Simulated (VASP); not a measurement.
**Ta3B2N: single point with PBE**

Ta3B2N:

```xyz
6
Lattice="5.7295 0.0000 0.0000 -2.8647 4.9619 0.0000 0.0000 0.0000 3.1409" Properties=species:S:1:pos:R:3 pbc="T T T"
Ta    2.8647    0.0000    1.5704
Ta   -1.4324    2.4809    1.5704
Ta    1.4324    2.4809    1.5704
B     2.8647    1.6540    0.0000
B     0.0000    3.3079    0.0000
N     0.0000    0.0000    0.0000
```

```
Program             : VASP 6.6.1
Task                : single point
Functional          : PBE
Potentials or basis : VASP PAW PBE potentials, release 64 (Ta_pv, B, N)
Cutoff              : 520 eV
k mesh              : 6 × 6 × 6
Occupations         : gaussian, width 0.1 eV
Spin                : no spin polarisation
```

```
Pressure               : 0.2 GPa
Band gap on the k mesh : zero (band 22 reaches 4.64 eV, above the bottom of band 23 at 3.68 eV)
```

Stress tensor (GPa, compression positive):
```
0.17 0.00 0.00
0.00 0.17 0.00
0.00 0.00 0.28
```

Levels at points of the mesh, in eV from the Fermi level:
```
           k point  band 18  band 19  band 20  band 21  band 22  band 23  band 24  band 25  band 26  band 27
(0.00, 0.00, 0.00)    -2.43    -1.58    -1.58    -1.25     0.20     1.39     1.39     1.72     1.72     2.35
(0.50, 0.00, 0.00)    -1.84    -1.84    -1.37    -1.03    -0.03     0.09     1.12     1.17     2.00     2.37
(0.00, 0.00, 0.50)    -1.80    -0.60    -0.60    -0.41    -0.07    -0.07     1.39     2.07     2.07     2.14
(0.50, 0.00, 0.50)    -2.58    -1.79    -1.17    -0.07     0.49     0.53     0.61     0.68     1.61     2.09
```

Wall time 42 s on 1 thread of Intel(R) Xeon(R) 6975P-C (Granite Rapids) (shared host), peak memory 0.26 GiB.

Caveat: spin-orbit coupling is left out, which moves the levels of the heavy elements.
